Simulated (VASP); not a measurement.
# WC (Qusongite) (P-6m2) in VASP: further runs

The runs below take WC (Qusongite) through single point, with PBE.

All numbers are computed with VASP 6.6.1; they aren't measurements. Logs are shortened: lines on timing, memory, paths and dates and some standing lists are left out, and cuts for length are marked.

## (1) The cell of the first run

The structure is hexagonal, space group P-6m2 (No. 187). Conventional cell: a = 2.907 Å, b = 2.907 Å, c = 2.837 Å, α = 90.00°, β = 90.00°, γ = 120.00°. Within 2.9 Å of W (site symmetry -6m2) lie 6 C at 2.20 Å and 2 W at 2.84 Å. C (site symmetry -6m2) has 6 W at 2.20 Å and 2 C at 2.84 Å within 2.9 Å.

## (2) Single point, PBE

Input file INCAR:

```
PREC = Accurate
ENCUT = 520
EDIFF = 1E-6
ISMEAR = 0
SIGMA = 0.018000000000000002
LREAL = False
LASPH = True
NELM = 80
ALGO = Normal
ISIF = 2
LWAVE = False
LCHARG = False
GGA = PE
NBANDS = 16
```

Input file KPOINTS:

```
Automatic mesh
0
Gamma
  10 10 9
```

Input file POSCAR:

```
WC
1.0
    2.9065000000      0.0000000000      0.0000000000
   -1.4532500000      2.5171028361      0.0000000000
    0.0000000000      0.0000000000      2.8366000000
W C
1 1
Direct
    0.0000000000      0.0000000000      0.0000000000
    0.6666666667      0.3333333333      0.5000000000
```

Potentials or basis: VASP PAW PBE potentials, release 64 (W_sv, C).

Command:

```sh
> cat potpaw_PBE.64/W_sv/POTCAR potpaw_PBE.64/C/POTCAR > POTCAR
> mpirun -np 1 vasp_std > vasp.out
```

OUTCAR:

```text
PREC = Accurate
   ENCUT = 520
   EDIFF = 1E-6
   ISMEAR = 0
   LREAL = False
   LASPH = True
   NELM = 80
   ISIF = 2
   GGA = PE

 ion  position               nearest neighbor table
   1  0.000  0.000  0.000-   2 2.20   2 2.20   2 2.20   2 2.20   2 2.20   2 2.20
   2  0.667  0.333  0.500-   1 2.20   1 2.20   1 2.20   1 2.20   1 2.20   1 2.20

  LATTYP: Found a hexagonal cell.
 ALAT       =     2.9065000000
 C/A-ratio  =     0.9759504559

  Lattice vectors:

 A1 = (   2.9065000000,   0.0000000000,   0.0000000000)
 A2 = (  -1.4532500000,   2.5171028361,   0.0000000000)
 A3 = (   0.0000000000,   0.0000000000,   2.8366000000)

Analysis of symmetry for initial positions (statically):
=====================================================================
 Subroutine PRICEL returns:
 Original cell was already a primitive cell.

 Routine SETGRP: Setting up the symmetry group for a
 hexagonal supercell.

 Subroutine GETGRP returns: Found 12 space group operations
 (whereof 12 operations were pure point group operations)
 out of a pool of 24 trial point group operations.

The static configuration has the point symmetry D_3h.

Analysis of symmetry for dynamics (positions and initial velocities):
=====================================================================
 Subroutine PRICEL returns:
 Original cell was already a primitive cell.

 Routine SETGRP: Setting up the symmetry group for a
 hexagonal supercell.

 Subroutine GETGRP returns: Found 12 space group operations
 (whereof 12 operations were pure point group operations)
 out of a pool of 24 trial point group operations.

The dynamic configuration has the point symmetry D_3h.

 Subroutine INISYM returns: Found 12 space group operations
 (whereof 12 operations are pure point group operations),
 and found     1 'primitive' translations

----------------------------------------------------------------------------------------

                                     Primitive cell

  volume of cell :      20.7525

  direct lattice vectors                    reciprocal lattice vectors
     2.906500000  0.000000000  0.000000000     0.344056425  0.198641070  0.000000000
    -1.453250000  2.517102836  0.000000000     0.000000000  0.397282139  0.000000000
     0.000000000  0.000000000  2.836600000     0.000000000  0.000000000  0.352534725

  length of vectors
     2.906500000  2.906500000  2.836600000     0.397282139  0.397282139  0.352534725

  position of ions in fractional coordinates (direct lattice)
     0.000000000  0.000000000  0.000000000
     0.666666667  0.333333333  0.500000000

  ion indices of the primitive-cell ions
   primitive index   ion index
                 1           1
                 2           2

----------------------------------------------------------------------------------------

 KPOINTS: Automatic mesh

Automatic generation of k-mesh.
 Grid dimensions read from file:
 generate k-points for:   10   10    9

 Generating k-lattice:

  Cartesian coordinates                     Fractional coordinates (reciprocal lattice)
     0.034405643  0.019864107  0.000000000     0.100000000  0.000000000  0.000000000
     0.000000000  0.039728214  0.000000000     0.000000000  0.100000000  0.000000000
     0.000000000  0.000000000  0.039170525     0.000000000  0.000000000  0.111111111

  Length of vectors
     0.039728214  0.039728214  0.039170525

  Shift w.r.t. Gamma in fractional coordinates (k-lattice)
     0.000000000  0.000000000  0.000000000

 Subroutine IBZKPT returns following result:
 ===========================================

 Found     70 irreducible k-points:

 Following reciprocal coordinates:
            Coordinates               Weight
  0.000000  0.000000  0.000000      1.000000
  0.100000  0.000000  0.000000      6.000000
  0.200000  0.000000  0.000000      6.000000
  0.300000  0.000000  0.000000      6.000000
  0.400000  0.000000  0.000000      6.000000
  0.500000  0.000000  0.000000      3.000000
[... 16 lines left out ...]
  0.300000  0.100000  0.111111     24.000000
  0.400000  0.100000  0.111111     24.000000
 [... further k-points ...]
   k-points           NKPTS =     70   k-points in BZ     NKDIM =     70   number of bands    NBANDS=     16
   number of dos      NEDOS =    301   number of ions     NIONS =      2
   total plane-waves  NPLWV =  13824
   dimension x,y,z NGX =    24 NGY =   24 NGZ =   24
   dimension x,y,z NGXF=    48 NGYF=   48 NGZF=   48
   ions per type =               1   1
   NGX,Y,Z   is equivalent  to a cutoff of  13.73, 13.73, 14.07 a.u.
   NGXF,Y,Z  is equivalent  to a cutoff of  27.46, 27.46, 28.13 a.u.
 SYSTEM =  unknown system
   PREC   = accura    normal or accurate (medium, high low for compatibility)
   ISTART =      0    job   : 0-new  1-cont  2-samecut
   ICHARG =      2    charge: 1-file 2-atom 10-const
   ISPIN  =      1    spin polarized calculation?
   LNONCOLLINEAR =      F non collinear calculations
   LSORBIT =      F    spin-orbit coupling
   LASPH  =      T    aspherical Exc in radial PAW
   ENCUT  =  520.0 eV  38.22 Ry    6.18 a.u.   5.40  5.40  5.27*2*pi/ulx,y,z
   NELM   =     80;   NELMIN=  2; NELMDL= -5     # of ELM steps
   EDIFF  = 0.1E-05   stopping-criterion for ELM
   LREAL  =      F    real-space projection
   EDIFFG = 0.1E-04   stopping-criterion for IOM
   NSW    =      0    number of steps for IOM
   IBRION =     -1    ionic relax: 0-MD 1-quasi-New 2-CG
   NFREE  =      0    steps in history (QN), initial steepest desc. (CG)
   ISIF   =      2    stress and relaxation
   ISYM   =      2    0-nonsym 1-usesym 2-fastsym
   POTIM  = 0.5000    time-step for ionic-motion
   TEBEG  =    0.0;   TEEND  =   0.0 temperature during run
   PSTRESS=    0.0 pullay stress
   NELECT =      18.0000    total number of electrons
   NUPDOWN=      -1.0000    fix difference up-down
   EMIN   =  10.00;   EMAX   =-10.00  energy-range for DOS
   EFERMI =   0.00;   METHOD = LEGACY
   ISMEAR =     0;   SIGMA  =   0.02  broadening in eV -4-tet -1-fermi 0-gaus
   EFERMI_NEDOS =   21; number of points for ismear=-14 and -15
   IALGO  =     38    algorithm
   IMIX   =      4    mixing-type and parameters
     AMIX     =   0.40;   BMIX     =  1.00
     AMIX_MAG =   1.60;   BMIX_MAG =  1.00
  volume/ion in A,a.u.               =      10.38        70.02
  Fermi-wavevector in a.u.,A,eV,Ry     =   1.561262  2.950358 33.164744  2.437540
  Thomas-Fermi vector in A             =   2.664353
   LORBIT       =      0    0 simple, 1 ext, 2 COOP (PROOUT), +10 PAW based schemes
   GGA     = PE    functional components
   LHFCALC =     F    Hartree Fock is set to
   AEXX    =    0.0000 exact exchange contribution
   IVDW    =     0    specifies the selected vdW correction
   LEPSILON=     F    determine dielectric tensor
   LRPA    =     F    only Hartree local field effects (RPA)
 non-spin polarized calculation
 Gauss-broadening in eV      SIGMA  =   0.02
  energy-cutoff  :      520.00
  volume of cell :       20.75
 maximum number of plane-waves:       580
 NGX is ok and might be reduce to    24
   NGX = 11   NGY = 11   NGZ = 11

 number of electron      18.0000000 magnetization

 Free energy of the ion-electron system (eV)
  ---------------------------------------------------
  ext. energy  EPLUGINS =         0.00000000
  ---------------------------------------------------
  free energy    TOTEN  =       -22.44523378 eV

  energy without entropy =      -22.44504795  energy(sigma->0) =      -22.44514087

 E-fermi :  11.0929     XC(G=0): -13.8002

 val. band max:       10.9908148362   @ k =   0.0000   0.0000   0.3333
 cond. band min:      11.0938575632   @ k =   0.1000   0.0000   0.3333
 fundamental gap:      0.1030427269
 Fermi energy:        11.0929419693

 k-point     1 :       0.0000    0.0000    0.0000
  band No.  band energies     occupation
      1     -62.9191      2.00000
      2     -26.9038      2.00000
      3     -26.7968      2.00000
      4     -26.7968      2.00000
      5      -3.3760      2.00000
      6       6.7673      2.00000
[... 8 lines left out ...]
     15      25.4226      0.00000
     16      27.8138      0.00000

 k-point     2 :       0.1000    0.0000    0.0000
  band No.  band energies     occupation
      1     -62.9135      2.00000
      2     -26.8932      2.00000
      3     -26.8786      2.00000
      4     -26.8153      2.00000
      5      -3.1156      2.00000
      6       6.7982      2.00000
[... 8 lines left out ...]
     15      24.9794      0.00000
     16      28.3597      0.00000

 k-point     3 :       0.2000    0.0000    0.0000
  band No.  band energies     occupation
      1     -62.8990      2.00000
      2     -27.0882      2.00000
      3     -26.8656      2.00000
      4     -26.8635      2.00000
      5      -2.3995      2.00000
      6       6.0697      2.00000
[... 8 lines left out ...]
     15      24.7985      0.00000
     16      29.5111      0.00000

 k-point     4 :       0.3000    0.0000    0.0000
  band No.  band energies     occupation
      1     -62.8810      2.00000
      2     -27.3389      2.00000
      3     -26.9224      2.00000
      4     -26.8311      2.00000
      5      -1.4117      2.00000
      6       5.0827      2.00000
[... 8 lines left out ...]
     15      25.7215      0.00000
     16      28.4003      0.00000
[... 324 lines left out ...]
 k-point    22 :       0.2000    0.1000    0.1111
  band No.  band energies     occupation
      1     -62.8825      2.00000
      2     -27.2233      2.00000
      3     -26.9294      2.00000
      4     -26.9140      2.00000
      5      -1.5510      2.00000
      6       5.6217      2.00000
[... 8 lines left out ...]
     15      24.7087      0.00000
     16      28.7786      0.00000

 k-point    23 :       0.3000    0.1000    0.1111
  band No.  band energies     occupation
      1     -62.8662      2.00000
      2     -27.4301      2.00000
      3     -26.9816      2.00000
      4     -26.8962      2.00000
      5      -0.6241      2.00000
      6       4.7479      2.00000
[... 8 lines left out ...]
     15      25.3597      0.00000
     16      27.6930      0.00000

 k-point    24 :       0.4000    0.1000    0.1111
  band No.  band energies     occupation
      1     -62.8562      2.00000
      2     -27.5550      2.00000
      3     -27.0231      2.00000
      4     -26.8756      2.00000
      5       0.0591      2.00000
      6       4.1811      2.00000
[... 8 lines left out ...]
     15      24.4775      0.00000
     16      28.5258      0.00000

 [... further k-points ...]
[... 5 lines left out ...]
  --------------------------------------------------------------------------------------
  -------------------------------------------------------------------------------------
  Total        0.8937947      0.8937947      0.8071336      0.0000000      0.0000000      0.0000000
  in kB       69.0047443     69.0047443     62.3141407      0.0000000      0.0000000      0.0000000
  external PRESSURE =      66.7745431 kB  Pullay stress =       0.0000000 kB

 VOLUME and BASIS-vectors are now :
 -----------------------------------------------------------------------------
  energy-cutoff  :      520.00
  volume of cell :       20.75
      direct lattice vectors                 reciprocal lattice vectors
     2.906500000  0.000000000  0.000000000     0.344056425  0.198641070  0.000000000
    -1.453250000  2.517102836  0.000000000     0.000000000  0.397282139  0.000000000
     0.000000000  0.000000000  2.836600000     0.000000000  0.000000000  0.352534725

 POSITION                                       TOTAL-FORCE (eV/Angst)
 -----------------------------------------------------------------------------------
      0.00000      0.00000      0.00000         0.000000      0.000000      0.000000
      1.45325      0.83903      1.41830        -0.000000     -0.000000      0.000000
 -----------------------------------------------------------------------------------
    total drift:                                0.000000     -0.000000      0.000000

  FREE ENERGIE OF THE ION-ELECTRON SYSTEM (eV)
  ---------------------------------------------------
  free  energy   TOTEN  =       -22.4452337789 eV

  energy  without entropy=      -22.4450479530  energy(sigma->0) =      -22.44514087
```

Wall time 23 s (1 thread of Intel Xeon Platinum 8488C (Sapphire Rapids), shared host); peak memory 0.15 GiB.

What came out:

```
Free energy            : -22.4452 eV
Pressure               : 6.7 GPa
Band gap on the k mesh : zero (band 9 reaches 11.73 eV, above the bottom of band 10 at 10.54 eV)
```

Levels at points of the mesh, in eV from the Fermi level:
| k point | band 6 | band 7 | band 8 | band 9 | band 10 | band 11 | band 12 | band 13 |
| --- | --- | --- | --- | --- | --- | --- | --- | --- |
| (0.00, 0.00, 0.00) | -4.33 | -3.35 | -3.35 | 0.07 | 3.22 | 3.22 | 5.61 | 5.61 |
| (0.50, 0.00, 0.00) | -7.05 | -3.63 | -3.58 | -0.49 | 2.33 | 4.52 | 4.87 | 6.84 |

Caveat: spin-orbit coupling is left out, which moves the levels of the heavy elements.

(Continued in part 2 of 2.)
